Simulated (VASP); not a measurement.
ScS4, 5 atoms in the cell. Symmetry: I4/mmm, No. 139, tetragonal system. Conventional cell: a = 3.441 Å, b = 3.441 Å, c = 16.670 Å, α = 90.00°, β = 90.00°, γ = 90.00°. Within 3.6 Å of Sc (site symmetry 4/mmm) lie 8 S at 2.70 Å and 4 Sc at 3.44 Å. S (site symmetry 4mm) has 1 S at 2.33 Å and 4 Sc at 2.70 Å within 3.1 Å. S (site symmetry -4m2) has 4 S at 2.43 Å within 3.2 Å. The cell was generated, and may not be a known phase.

```yaml
Program: VASP 6.6.1
Task: single point
Functional: PBE
Potentials_or_basis: VASP PAW PBE potentials, release 64 (Sc_sv, S)
Cutoff: 520 eV
k_mesh: 6 × 6 × 6
Occupations: gaussian, width 0.1 eV
Spin: no spin polarisation
Dipole_correction: no
Further_INCAR_settings: ALGO = Fast; EDIFF = 1e-06; NBANDS = 26
```

Potentials or basis: VASP PAW PBE potentials, release 64 (Sc_sv, S).

The run is started by

```console
$ cat potpaw_PBE.64/Sc_sv/POTCAR potpaw_PBE.64/S/POTCAR > POTCAR
$ mpirun -np 1 vasp_std > vasp.out
```

Hardware: 1 thread of Oxide Virtual Turin-like Processor, with other jobs on the host.

Task: How long does it take, and how much memory?

Result: It took 19 min on 1 thread of Oxide Virtual Turin-like Processor, with other jobs on the host, peak memory 0.67 GiB. Counts: scf iterations 17, k points 30.
